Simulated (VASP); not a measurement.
Runs of VASP 6.6.1 on TlSnCl3. The structure is that of space group Pm-3m (No. 221), or close to it. The cells are those of the table. 

| task | level | cell | k mesh | cutoff (eV) | smearing | gap on the mesh (eV) | pressure (GPa) |
| --- | --- | --- | --- | --- | --- | --- | --- |
| single point | PBE | a = 5.577 Å, 5 atoms | 6 × 6 × 6 | 520 | fermi-dirac 0.02 eV | 0.88 | 0.0 |
| dielectric tensor | PBE | a = 5.517 Å, 5 atoms | 4 × 4 × 4 | 520 | gaussian 0.01 eV | (a) | - |
| relaxation of cell and atoms | PBE | relaxed from a = 4.778 Å, 5 atoms | 6 × 6 × 6 | 600 | fermi-dirac 0.02 eV | 0.88 | 0.0 |
| single point | r2SCAN | a = 5.517 Å, 5 atoms | 6 × 6 × 6 | 520 | gaussian 0.01 eV | 0.73 | -0.2 |

Alike in all rows: potentials or basis VASP PAW PBE potentials, release 64 (Tl_d, Sn_d, Cl); no spin polarisation.

**Question.** Fill in the values left out.

**Answer.** (a) 0.64.

Caveats: spin-orbit coupling is left out, which moves the levels of the heavy elements; the gap is small at this level, which inflates the dielectric constant (some runs); the PAW data sets were made with another functional, which shifts forces and pressure a little (some runs).

A k mesh can miss the band edges, and the runs leave out spin-orbit coupling on Sn, Tl.
